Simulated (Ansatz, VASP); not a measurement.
# One calculation of GaP, two programs

```
CELL_PARAMETERS angstrom
0.00000 2.75299 2.75299
2.75299 0.00000 2.75299
2.75299 2.75299 0.00000
ATOMIC_POSITIONS crystal
Ga 0.00000 0.00000 0.00000
P 0.25000 0.25000 0.25000
```

Alike in both runs: functional PBE; k mesh 11 × 11 × 11; occupations fermi-dirac, width 0.02 eV; no spin polarisation.

Ansatz relaxed the structure, and its values are those at the end. VASP's run is a single point on that final structure, the one shown.

|  | VASP | Ansatz |
| --- | --- | --- |
| version | VASP 6.6.1 | Ansatz 0.2.0 |
| potentials or method | VASP PAW PBE potentials, release 64 (Ga_d, P) | PAW with Ansatz's default frozen-core files, scalar-relativistic |
| plane-wave cutoff (eV) | 500 | 420 |
| valence electrons in the cell | 18 | 18 |

```tsv
	VASP	Ansatz	Ansatz less VASP
pressure (GPa)	-0.1	0.0	+0.08
```

The functional is the same, so the differences come from potentials, cutoffs and numerics.
